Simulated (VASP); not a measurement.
# Lu (Fd-3m) in VASP: notebook, part 3 of 3

VASP 6.6.1.

## 5. Single point, revPBE

This run uses another cell than the first one, of 53.18 Å³/atom, 1.136 times its volume.

File INCAR:

```
PREC     = Accurate       # precision mode
ENCUT    = 520            # plane-wave cutoff, eV
EDIFF    = 1E-6           # SCF threshold, eV
ISMEAR   = -1             # smearing method
SIGMA    = 0.1            # smearing width, eV
LREAL    = F              # projectors in reciprocal space
LASPH    = T              # aspherical terms in the spheres
NELM     = 80             # most SCF steps
ALGO     = Normal         # electronic algorithm
ISIF     = 2              # what is computed and relaxed
LWAVE    = F              # write WAVECAR
LCHARG   = T              # write CHGCAR
GGA      = RE             # functional
LELF     = T              # ELF
LVHAR    = T            
NBANDS   = 32             # bands
```

File KPOINTS:

```
regular mesh
0
Gamma
  8 8 8
```

File POSCAR:

```
Lu
1.0
    0.0000000000      3.7605886698      3.7605886698
    3.7605886698      0.0000000000      3.7605886698
    3.7605886698      3.7605886698      0.0000000000
Lu
2
Direct
    0.1250000000      0.1250000000      0.1250000000
    0.8750000000      0.8750000000      0.8750000000
```

Potentials or basis: VASP PAW PBE potentials, release 64 (Lu).

On the command line:

```console
cat potpaw_PBE.64/Lu/POTCAR > POTCAR
mpirun -np 1 vasp_std > vasp.out
```

OUTCAR:

```text
PREC = Accurate
   ENCUT = 520
   EDIFF = 1E-6
   ISMEAR = -1
   LREAL = F
   LASPH = T
   NELM = 80
   ISIF = 2
   GGA = RE

 ion  position               nearest neighbor table
   1  0.125  0.125  0.125-   2 3.26   2 3.26   2 3.26   2 3.26
   2  0.875  0.875  0.875-   1 3.26   1 3.26   1 3.26   1 3.26

  LATTYP: Found a face centered cubic cell.
 ALAT       =     7.5211773396

  Lattice vectors:

 A1 = (   0.0000000000,   3.7605886698,   3.7605886698)
 A2 = (   3.7605886698,   0.0000000000,   3.7605886698)
 A3 = (   3.7605886698,   3.7605886698,   0.0000000000)

Analysis of symmetry for initial positions (statically):
=====================================================================
 Subroutine PRICEL returns:
 Original cell was already a primitive cell.

 Routine SETGRP: Setting up the symmetry group for a
 face centered cubic supercell.

 Subroutine GETGRP returns: Found 48 space group operations
 (whereof 12 operations were pure point group operations)
 out of a pool of 48 trial point group operations.

The static configuration has the point symmetry D_3d.
 The point group associated with its full space group is O_h .

Analysis of symmetry for dynamics (positions and initial velocities):
=====================================================================
 Subroutine PRICEL returns:
 Original cell was already a primitive cell.

 Routine SETGRP: Setting up the symmetry group for a
 face centered cubic supercell.

 Subroutine GETGRP returns: Found 48 space group operations
 (whereof 12 operations were pure point group operations)
 out of a pool of 48 trial point group operations.

The dynamic configuration has the point symmetry D_3d.
 The point group associated with its full space group is O_h .

 Subroutine INISYM returns: Found 48 space group operations
 (whereof 12 operations are pure point group operations),
 and found     1 'primitive' translations

----------------------------------------------------------------------------------------

                                     Primitive cell

  volume of cell :     106.3647

  direct lattice vectors                    reciprocal lattice vectors
     0.000000000  3.760588670  3.760588670    -0.132957907  0.132957907  0.132957907
     3.760588670  0.000000000  3.760588670     0.132957907 -0.132957907  0.132957907
     3.760588670  3.760588670  0.000000000     0.132957907  0.132957907 -0.132957907

  length of vectors
     5.318275499  5.318275499  5.318275499     0.230289851  0.230289851  0.230289851

  position of ions in fractional coordinates (direct lattice)
     0.125000000  0.125000000  0.125000000
     0.875000000  0.875000000  0.875000000

  ion indices of the primitive-cell ions
   primitive index   ion index
                 1           1
                 2           2

----------------------------------------------------------------------------------------

 KPOINTS: regular mesh

Automatic generation of k-mesh.
 Grid dimensions read from file:
 generate k-points for:    8    8    8

 Generating k-lattice:

  Cartesian coordinates                     Fractional coordinates (reciprocal lattice)
    -0.016619738  0.016619738  0.016619738     0.125000000  0.000000000  0.000000000
     0.016619738 -0.016619738  0.016619738     0.000000000  0.125000000  0.000000000
     0.016619738  0.016619738 -0.016619738     0.000000000  0.000000000  0.125000000

  Length of vectors
     0.028786231  0.028786231  0.028786231

  Shift w.r.t. Gamma in fractional coordinates (k-lattice)
     0.000000000  0.000000000  0.000000000

 Subroutine IBZKPT returns following result:
 ===========================================

 Found     29 irreducible k-points:

 Following reciprocal coordinates:
            Coordinates               Weight
  0.000000  0.000000  0.000000      1.000000
  0.125000  0.000000  0.000000      8.000000
  0.250000  0.000000  0.000000      8.000000
  0.375000  0.000000  0.000000      8.000000
  0.500000  0.000000  0.000000      4.000000
  0.125000  0.125000  0.000000      6.000000
[... 16 lines left out ...]
  0.500000  0.250000  0.125000     48.000000
 -0.375000  0.250000  0.125000     24.000000
 [... further k-points ...]
   k-points           NKPTS =     29   k-points in BZ     NKDIM =     29   number of bands    NBANDS=     32
   number of dos      NEDOS =    301   number of ions     NIONS =      2
   total plane-waves  NPLWV =  64000
   dimension x,y,z NGX =    40 NGY =   40 NGZ =   40
   dimension x,y,z NGXF=    80 NGYF=   80 NGZF=   80
   ions per type =               2
   NGX,Y,Z   is equivalent  to a cutoff of  12.50, 12.50, 12.50 a.u.
   NGXF,Y,Z  is equivalent  to a cutoff of  25.01, 25.01, 25.01 a.u.
 SYSTEM =  unknown system
   PREC   = accura    normal or accurate (medium, high low for compatibility)
   ISTART =      0    job   : 0-new  1-cont  2-samecut
   ICHARG =      2    charge: 1-file 2-atom 10-const
   ISPIN  =      1    spin polarized calculation?
   LNONCOLLINEAR =      F non collinear calculations
   LSORBIT =      F    spin-orbit coupling
   LASPH  =      T    aspherical Exc in radial PAW
   ENCUT  =  520.0 eV  38.22 Ry    6.18 a.u.   9.89  9.89  9.89*2*pi/ulx,y,z
   NELM   =     80;   NELMIN=  2; NELMDL= -5     # of ELM steps
   EDIFF  = 0.1E-05   stopping-criterion for ELM
   LREAL  =      F    real-space projection
   EDIFFG = 0.1E-04   stopping-criterion for IOM
   NSW    =      0    number of steps for IOM
   IBRION =     -1    ionic relax: 0-MD 1-quasi-New 2-CG
   NFREE  =      0    steps in history (QN), initial steepest desc. (CG)
   ISIF   =      2    stress and relaxation
   ISYM   =      2    0-nonsym 1-usesym 2-fastsym
   POTIM  = 0.5000    time-step for ionic-motion
   TEBEG  =    0.0;   TEEND  =   0.0 temperature during run
   PSTRESS=    0.0 pullay stress
   NELECT =      50.0000    total number of electrons
   NUPDOWN=      -1.0000    fix difference up-down
   EMIN   =  10.00;   EMAX   =-10.00  energy-range for DOS
   EFERMI =   0.00;   METHOD = LEGACY
   ISMEAR =    -1;   SIGMA  =   0.10  broadening in eV -4-tet -1-fermi 0-gaus
   EFERMI_NEDOS =   21; number of points for ismear=-14 and -15
   IALGO  =     38    algorithm
   IMIX   =      4    mixing-type and parameters
     AMIX     =   0.40;   BMIX     =  1.00
     AMIX_MAG =   1.60;   BMIX_MAG =  1.00
  volume/ion in A,a.u.               =      53.18       358.89
  Fermi-wavevector in a.u.,A,eV,Ry     =   1.272914  2.405458 22.045650  1.620310
  Thomas-Fermi vector in A             =   2.405766
   LORBIT       =      0    0 simple, 1 ext, 2 COOP (PROOUT), +10 PAW based schemes
   GGA     = RE    functional components
   LHFCALC =     F    Hartree Fock is set to
   AEXX    =    0.0000 exact exchange contribution
   IVDW    =     0    specifies the selected vdW correction
   LEPSILON=     F    determine dielectric tensor
   LRPA    =     F    only Hartree local field effects (RPA)
 non-spin polarized calculation
  energy-cutoff  :      520.00
  volume of cell :      106.36
 maximum number of plane-waves:      2884
   NGX = 19   NGY = 19   NGZ = 19

 number of electron      50.0000004 magnetization

 Free energy of the ion-electron system (eV)
  ---------------------------------------------------
  ext. energy  EPLUGINS =         0.00000000
  ---------------------------------------------------
  free energy    TOTEN  =        -4.65913418 eV

  energy without entropy =       -4.49364184  energy(sigma->0) =       -4.57638801

 E-fermi :  -0.0015     XC(G=0):  -7.8355

 val. band max:       -0.0494112725   @ k =  -0.3750   0.2500   0.1250
 cond. band min:       0.0036053596   @ k =   0.1250   0.1250   0.0000
 fundamental gap:      0.0530166321
 Fermi energy:        -0.0015087416

 k-point     1 :       0.0000    0.0000    0.0000
  band No.  band energies     occupation
      1     -57.4001      2.00000
      2     -57.3585      2.00000
      3     -28.1114      2.00000
      4     -28.1114      2.00000
      5     -28.1114      2.00000
      6     -27.8827      2.00000
[... 24 lines left out ...]
     31       1.7321      0.00000
     32       4.5678      0.00000
[... 774 lines left out ...]
      2     -57.3720      2.00000
      3     -28.1532      2.00000
      4     -28.1418      2.00000
      5     -28.0597      2.00000
      6     -27.9379      2.00000
[... 24 lines left out ...]
     31       2.3714      0.00000
     32       3.4251      0.00000

 [... further k-points ...]

------------------------ aborting loop because EDIFF is reached ----------------------------------------

  FORCE on cell =-STRESS in cart. coord.  units (eV):
  Direction    XX          YY          ZZ          XY          YZ          ZX
  --------------------------------------------------------------------------------------
  -------------------------------------------------------------------------------------
  Total        0.0519158      0.0519158      0.0519158     -0.0000000     -0.0000000     -0.0000000
  in kB        0.7820106      0.7820106      0.7820106     -0.0000000     -0.0000000     -0.0000000
  external PRESSURE =       0.7820106 kB  Pullay stress =       0.0000000 kB

 VOLUME and BASIS-vectors are now :
 -----------------------------------------------------------------------------
  energy-cutoff  :      520.00
  volume of cell :      106.36
      direct lattice vectors                 reciprocal lattice vectors
     0.000000000  3.760588670  3.760588670    -0.132957907  0.132957907  0.132957907
     3.760588670  0.000000000  3.760588670     0.132957907 -0.132957907  0.132957907
     3.760588670  3.760588670  0.000000000     0.132957907  0.132957907 -0.132957907

 POSITION                                       TOTAL-FORCE (eV/Angst)
 -----------------------------------------------------------------------------------
      0.94015      0.94015      0.94015         0.000000      0.000000      0.000000
      6.58103      6.58103      6.58103        -0.000000     -0.000000     -0.000000
 -----------------------------------------------------------------------------------
    total drift:                                0.000000      0.000000     -0.000000

  FREE ENERGIE OF THE ION-ELECTRON SYSTEM (eV)
  ---------------------------------------------------
  free  energy   TOTEN  =        -4.6591341774 eV

  energy  without entropy=       -4.4936418422  energy(sigma->0) =       -4.57638801
```

Run time: 49 s. Hardware: 1 thread of Intel Xeon Platinum 8559C (Emerald Rapids), shared host; peak memory 0.28 GiB.

Results:

```yaml
Free_energy: -4.6591 eV
Pressure: 0.1 GPa
Band_gap_on_the_k_mesh: zero (band 25 reaches 0.46 eV, above the bottom of band 26 at -0.48 eV)
```

Caveat: the PAW data sets were made with another functional, which shifts forces and pressure a little; spin-orbit coupling is left out, which moves the levels of the heavy elements.

## 6. Single point, revPBE (volume scaled by 1.04)

File INCAR:

```
PREC = Accurate
ENCUT = 520
EDIFF = 1E-6
ISMEAR = -1
SIGMA = 0.1
LREAL = F
LASPH = T
NELM = 60
ALGO = Normal
ISIF = 2
LWAVE = F
LCHARG = T
GGA = RE
LELF = T
LVHAR = T
NBANDS = 32
```

KPOINTS is that of step 5.

File POSCAR:

```
Lu
1.0
    0.0000000000      3.8100757747      3.8100757747
    3.8100757747      0.0000000000      3.8100757747
    3.8100757747      3.8100757747      0.0000000000
Lu
2
Direct
    0.1250000000      0.1250000000      0.1250000000
    0.8750000000      0.8750000000      0.8750000000
```

Potentials or basis: VASP PAW PBE potentials, release 64 (Lu).

On the command line:

```console
cat potpaw_PBE.64/Lu/POTCAR > POTCAR
mpirun -np 1 vasp_std > vasp.out
```

It took 48 s on 1 thread of Intel Xeon Platinum 8559C (Emerald Rapids), shared host; peak memory 0.28 GiB.

The run converged. Its results:

| Item | Value |
| --- | --- |
| Free energy | -4.6551 eV |
| Pressure | -0.4 GPa |
| Band gap on the k mesh | zero (band 25 reaches 0.34 eV, above the bottom of band 26 at -0.52 eV) |

Levels at points of the mesh, in eV from the Fermi level:
| k point | band 21 | band 22 | band 23 | band 24 | band 25 | band 26 | band 27 | band 28 |
| --- | --- | --- | --- | --- | --- | --- | --- | --- |
| (0.00, 0.00, 0.00) | -6.04 | -6.03 | -4.35 | 0.36 | 0.36 | 0.36 | 0.40 | 0.40 |
| (0.50, 0.00, 0.00) | -6.04 | -6.04 | -2.92 | -1.08 | 0.21 | 0.32 | 0.32 | 0.57 |
| (0.50, 0.50, 0.00) | -6.05 | -6.05 | -1.69 | -1.69 | -0.44 | -0.44 | 0.70 | 0.70 |

Caveat: the cell differs from its parent crystal (volume scaled by 1.04); the PAW data sets were made with another functional, which shifts forces and pressure a little; spin-orbit coupling is left out, which moves the levels of the heavy elements.

## 7. Overview

| cell | gap on the mesh (eV) | pressure (GPa) |
| --- | --- | --- |
| a = 5.096 Å, angles 60.0°, 2 atoms | none | 1.8 |
| a = 5.172 Å, angles 60.0°, 2 atoms | none | 1.1 |
| a = 5.246 Å, angles 60.0°, 2 atoms | none | 0.6 |
| a = 5.318 Å, angles 60.0°, 2 atoms | none | 0.1 |
| a = 5.388 Å, angles 60.0°, 2 atoms | none | -0.4 |

Alike in all rows: task single point; level revPBE; potentials or basis VASP PAW PBE potentials, release 64 (Lu); no spin polarisation; k mesh 8 × 8 × 8; cutoff (eV) 520; smearing fermi-dirac 0.1 eV.

Caveats: the PAW data sets were made with another functional, which shifts forces and pressure a little; spin-orbit coupling is left out, which moves the levels of the heavy elements.

Total energies depend on the potentials used, so only differences within one code and one set of settings carry meaning.
